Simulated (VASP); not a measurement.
# Si3N4: single point with PBE

Si3N4:

```
Si N
1.0
     6.45212    0.24643    0.27583
     0.24643    6.25769    0.23867
     0.27583    0.23867    5.97352
Si N
9 12
Direct
  0.13742 0.63508 0.65150
  0.47024 0.91695 0.55881
  0.09026 0.21575 0.42822
  0.75704 0.53017 0.33304
  0.68152 0.17137 0.74034
  0.55744 0.52793 0.83240
  0.98862 0.29152 0.90620
  0.38808 0.07335 0.14474
  0.09441 0.78580 0.11192
  0.15946 0.36404 0.68252
  0.95214 0.28396 0.21090
  0.68189 0.99142 0.55944
  0.16391 0.05938 0.00692
  0.28813 0.06617 0.40666
  0.01708 0.62139 0.38339
  0.66689 0.44040 0.61685
  0.46651 0.80176 0.20568
  0.61517 0.62859 0.06213
  0.51369 0.25006 0.97282
  0.36315 0.72610 0.71953
  0.03760 0.66334 0.90960
```

```json
{
 "Program": "VASP 6.6.1",
 "Task": "single point",
 "Functional": "PBE",
 "Potentials or basis": "VASP PAW PBE potentials, release 64 (Si, N)",
 "Cutoff": "520 eV",
 "k mesh": "1 × 1 × 1, shifted",
 "Occupations": "fermi-dirac, width 0.2482 eV",
 "Spin": "no spin polarisation"
}
```

| Item | Value |
| --- | --- |
| Pressure | 13.5 GPa |
| Largest force | 8.642 eV/Å |
| Band gap on the k mesh | 1.11 eV |

Forces in eV/Å, atoms in the order of the input:
```
Si  -1.206 -1.052 -1.379
Si  -7.330 -3.140 -2.997
Si  -4.151  5.771  3.425
Si   2.083 -1.572 -1.710
Si   2.890  1.407  2.184
Si  -5.892  1.748  4.906
Si   1.042 -2.769  2.131
Si  -0.392 -1.949 -4.935
Si   1.907  2.748  2.636
N   -0.669 -2.144 -2.913
N   -3.969  3.036  1.027
N    7.330  2.250  0.648
N   -0.215 -3.588  0.137
N    4.260 -2.483  2.371
N   -0.189  4.372 -1.733
N    3.087 -1.904 -7.844
N    0.651 -1.911 -0.837
N    1.231  2.770  6.538
N    1.157  1.409 -1.477
N    2.404 -0.760 -0.286
N   -4.029 -2.241  0.108
```

Stress tensor (GPa, compression positive):
```
 21.47  -3.21 -12.06
 -3.21  14.41  10.25
-12.06  10.25   4.47
```

Levels at points of the mesh, in eV from the valence-band top:
```tsv
k point	band 44	band 45	band 46	band 47	band 48	band 49	band 50	band 51	band 52	band 53
(0.25, 0.25, 0.25)	-1.34	-0.92	-0.68	-0.35	0.00	1.11	2.05	2.68	3.01	3.23
```

Run time: 27 s on 1 thread of AMD EPYC 9R45 96-Core Processor (Zen 5) (shared host), peak memory 0.27 GiB.

Caveat: the k points lie up to 1.06 Å⁻¹ apart.
